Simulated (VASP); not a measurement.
# SiC (P6_3mc) in VASP: a series of runs, part 3 of 3

VASP 6.6.1.

## Step 5: Single point, PBE

Contents of INCAR:

```
  ALGO = Normal
  EDIFF = 1E-6
  ENCUT = 520
  GGA = PE
  ISIF = 2
  ISMEAR = 0
  LASPH = T
  LCHARG = F
  LREAL = F
  LWAVE = F
  NBANDS = 26
  NELM = 60
  PREC = Accurate
  SIGMA = 0.02
```

Contents of KPOINTS:

```
k-points
0
Gamma
  12 12 4
```

Contents of POSCAR:

```
SiC
1.0
    3.0941201811      0.0000000000      0.0000000000
   -1.5470600905      2.6795866792      0.0000000000
    0.0000000000      0.0000000000     10.1293391982
Si C
4 4
Direct
    0.6666666667      0.3333333333      0.9378441878
    0.3333333333      0.6666666667      0.4378441878
    0.0000000000      0.0000000000      0.6878995565
    0.0000000000      0.0000000000      0.1878995565
    0.6666666667      0.3333333333      0.7498074458
    0.3333333333      0.6666666667      0.2498074458
    0.0000000000      0.0000000000      0.5004478099
    0.0000000000      0.0000000000      0.0004478099
```

Potentials or basis: VASP PAW PBE potentials, release 64 (Si, C).

Run with:

```console
$ cat potpaw_PBE.64/Si/POTCAR potpaw_PBE.64/C/POTCAR > POTCAR
$ mpirun -np 1 vasp_std > vasp.out
```

OUTCAR:

```text
EDIFF = 1E-6
   ENCUT = 520
   GGA = PE
   ISIF = 2
   ISMEAR = 0
   LASPH = T
   LREAL = F
   NELM = 60
   PREC = Accurate

 ion  position               nearest neighbor table
   1  0.667  0.333  0.938-   8 1.90   8 1.90   8 1.90   5 1.90   3 3.10   3 3.10   3 3.10   4 3.10
                             4 3.10   4 3.10
   2  0.333  0.667  0.438-   7 1.90   7 1.90   7 1.90   6 1.90   4 3.10   4 3.10   4 3.10   3 3.10
                             3 3.10   3 3.10
   3  0.000  0.000  0.688-   5 1.89   5 1.89   5 1.89   7 1.90   1 3.10   1 3.10   1 3.10   2 3.10
                             2 3.10   2 3.10
   4  0.000  0.000  0.188-   6 1.89   6 1.89   6 1.89   8 1.90   2 3.10   2 3.10   2 3.10   1 3.10
                             1 3.10   1 3.10
   5  0.667  0.333  0.750-   3 1.89   3 1.89   3 1.89   1 1.90
   6  0.333  0.667  0.250-   4 1.89   4 1.89   4 1.89   2 1.90
   7  0.000  0.000  0.500-   2 1.90   2 1.90   2 1.90   3 1.90
   8  0.000  0.000  0.000-   1 1.90   1 1.90   1 1.90   4 1.90

  LATTYP: Found a hexagonal cell.
 ALAT       =     3.0941201811
 C/A-ratio  =     3.2737381244

  Lattice vectors:

[... 200 lines left out ...]
 k-point     1 :       0.0000    0.0000    0.0000
  band No.  band energies     occupation
      1      -7.3547      2.00000
      2      -6.1916      2.00000
      3      -6.1559      2.00000
      4      -3.8427      2.00000
      5      -0.5168      2.00000
      6       3.6583      2.00000
[... 685 lines left out ...]
     25      16.5312      0.00000
     26      17.1653      0.00000

 [... further k-points ...]

------------------------ aborting loop because EDIFF is reached ----------------------------------------

  FORCE on cell =-STRESS in cart. coord.  units (eV):
  Direction    XX          YY          ZZ          XY          YZ          ZX
  --------------------------------------------------------------------------------------
  -------------------------------------------------------------------------------------
  Total       -0.0270357     -0.0270357     -0.0234730     -0.0000000      0.0000000      0.0000000
  in kB       -0.5157762     -0.5157762     -0.4478098     -0.0000000      0.0000000      0.0000000
  external PRESSURE =      -0.4931207 kB  Pullay stress =       0.0000000 kB

 VOLUME and BASIS-vectors are now :
 -----------------------------------------------------------------------------
  energy-cutoff  :      520.00
  volume of cell :       83.98
      direct lattice vectors                 reciprocal lattice vectors
     3.094120181  0.000000000  0.000000000     0.323193652  0.186595942  0.000000000
    -1.547060091  2.679586679  0.000000000     0.000000000  0.373191884  0.000000000
     0.000000000  0.000000000 10.129339198     0.000000000  0.000000000  0.098723123

 POSITION                                       TOTAL-FORCE (eV/Angst)
 -----------------------------------------------------------------------------------
      1.54706      0.89320      9.49974         0.000000     -0.000000      0.001146
     -0.00000      1.78639      4.43507        -0.000000      0.000000      0.001146
      0.00000      0.00000      6.96797         0.000000      0.000000     -0.001267
      0.00000      0.00000      1.90330        -0.000000      0.000000     -0.001267
      1.54706      0.89320      7.59505         0.000000     -0.000000     -0.000125
     -0.00000      1.78639      2.53038        -0.000000      0.000000     -0.000125
      0.00000      0.00000      5.06921        -0.000000      0.000000      0.000246
      0.00000      0.00000      0.00454         0.000000     -0.000000      0.000246
 -----------------------------------------------------------------------------------
    total drift:                                0.000000      0.000000     -0.000926

  FREE ENERGIE OF THE ION-ELECTRON SYSTEM (eV)
  ---------------------------------------------------
  free  energy   TOTEN  =       -60.2490348164 eV

  energy  without entropy=      -60.2490348164  energy(sigma->0) =      -60.24903482
```

Wall time 100 s (1 thread of Intel Xeon Platinum 8259CL at 2.50GHz (Skylake/Cascade Lake), shared host); peak memory 0.24 GiB.

Results:

- Free energy: -60.2490 eV
- Pressure: 0.0 GPa
- Band gap on the k mesh: 2.22 eV, indirect (least direct gap 3.34 eV)

A k mesh can miss the band edges. As with any semilocal functional, this PBE gap is likely too small.

## Step 6: Single point, PBE

Contents of INCAR:

```
SYSTEM = SiC
PREC = Accurate
ENCUT = 520
EDIFF = 1E-6
ISMEAR = 0
SIGMA = 0.02
LREAL = .FALSE.
LASPH = .TRUE.
NELM = 100
ALGO = Normal
ISIF = 2
LWAVE = .FALSE.
LCHARG = .TRUE.
GGA = PE
LELF = .TRUE.
LVHAR = .TRUE.
NBANDS = 26
```

Contents of KPOINTS:

```
regular mesh
0
G
  12 12 4
  0 0 0
```

Contents of POSCAR:

```
SiC
1.0
    3.0941203458      0.0000000000      0.0000000000
   -1.5470601729      2.6795868219      0.0000000000
    0.0000000000      0.0000000000     10.1293398377
Si C
4 4
Direct
    0.6666666667      0.3333333333      0.9378441869
    0.3333333333      0.6666666667      0.4378441869
    0.0000000000      0.0000000000      0.6878995585
    0.0000000000      0.0000000000      0.1878995585
    0.6666666667      0.3333333333      0.7498074513
    0.3333333333      0.6666666667      0.2498074513
    0.0000000000      0.0000000000      0.5004478032
    0.0000000000      0.0000000000      0.0004478032
```

Potentials or basis: VASP PAW PBE potentials, release 64 (Si, C).

Run with:

```console
$ cat potpaw_PBE.64/Si/POTCAR potpaw_PBE.64/C/POTCAR > POTCAR
$ mpirun -np 1 vasp_std > vasp.out
```

It took 2 min on 1 thread of Intel Xeon Platinum 8259CL at 2.50GHz (Skylake/Cascade Lake), shared host; peak memory 0.24 GiB.

It converged, with:

```yaml
Free_energy: -60.2490 eV
Pressure: 0.0 GPa
Band_gap_on_the_k_mesh: 2.22 eV, indirect (least direct gap 3.34 eV)
```

Levels at points of the mesh, in eV from the valence-band top:
```tsv
k point	band 13	band 14	band 15	band 16	band 17	band 18	band 19	band 20
(0.00, 0.00, 0.00)	-0.58	-0.05	0.00	0.00	4.96	5.54	6.12	6.18
(0.50, 0.00, 0.00)	-2.34	-2.20	-1.56	-1.12	2.22	2.34	4.18	4.66
(0.00, 0.00, 0.50)	-0.21	-0.21	-0.21	-0.21	5.17	5.17	6.61	6.61
(0.50, 0.00, 0.50)	-2.48	-2.48	-1.54	-1.54	2.63	2.63	4.17	4.17
```

A k mesh can miss the band edges.

## Step 7: The runs side by side

| cell | k mesh | smearing | gap on the mesh (eV) | pressure (GPa) |
| --- | --- | --- | --- | --- |
| a = 3.094, b = 3.094, c = 10.129 Å, angles 90.0, 90.0, 120.0°, 8 atoms | 12 × 12 × 4 | gaussian 0.02 eV | 2.22 | 0.0 |
| a = 3.094, b = 3.094, c = 10.129 Å, angles 90.0, 90.0, 60.0°, 8 atoms | 10 × 10 × 3 | gaussian 0.05 eV | 2.22 | 0.0 |
| a = 3.076, b = 3.076, c = 10.071 Å, angles 90.0, 90.0, 120.0°, 8 atoms | 6 × 6 × 2 | gaussian 0.1 eV | 2.22 | 3.9 |

Alike in all rows: task single point; level PBE; potentials or basis VASP PAW PBE potentials, release 64 (Si, C); no spin polarisation; cutoff (eV) 520.

Total energies depend on the potentials used, so only differences within one code and one set of settings carry meaning.
